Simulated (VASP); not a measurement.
The system is Cr.

```
Cr
1.0
    -1.43265    1.43265    1.43265
     1.43265   -1.43265    1.43265
     1.43265    1.43265   -1.43265
Cr
1
Direct
  0.00000 0.00000 0.00000
```

```yaml
Program: VASP 6.6.1
Task: relaxation of cell and atoms
Functional: PBE
Potentials_or_basis: VASP PAW PBE potentials, release 64 (Cr_pv)
Cutoff: 600 eV
k_mesh: 21 × 21 × 21
Occupations: fermi-dirac, width 0.08 eV
Spin: no spin polarisation
```

At the start: pressure -4.9 GPa; volume 11.76 Å³/atom.

Problem. Where does the relaxation end?

Solution. Over 3 steps the energy falls by 3.6 meV/atom and the volume is 11.53 Å³/atom (-1.9 %); space group Im-3m (No. 229, to 0.05 Å).

The path:
| step | energy change (eV) | largest force (eV/Å) | pressure (GPa) | volume (Å³) |
| --- | --- | --- | --- | --- |
| 1 | 0.0000 | 0.0000 | -4.88 | 11.76 |
| 2 | 0.0065 | 0.0000 | 8.98 | 11.16 |
| 3 | -0.0036 | 0.0000 | -0.06 | 11.53 |

Final structure:
```yaml
crystal:
  lattice:
    - [-1.42334, 1.42334, 1.42334]
    - [1.42334, -1.42334, 1.42334]
    - [1.42334, 1.42334, -1.42334]
  atoms:
    - { symbol: Cr, position: [0.00000, 0.00000, 0.00000] }
```

Caveat: the run has no spin polarisation, though such a crystal can be magnetic.
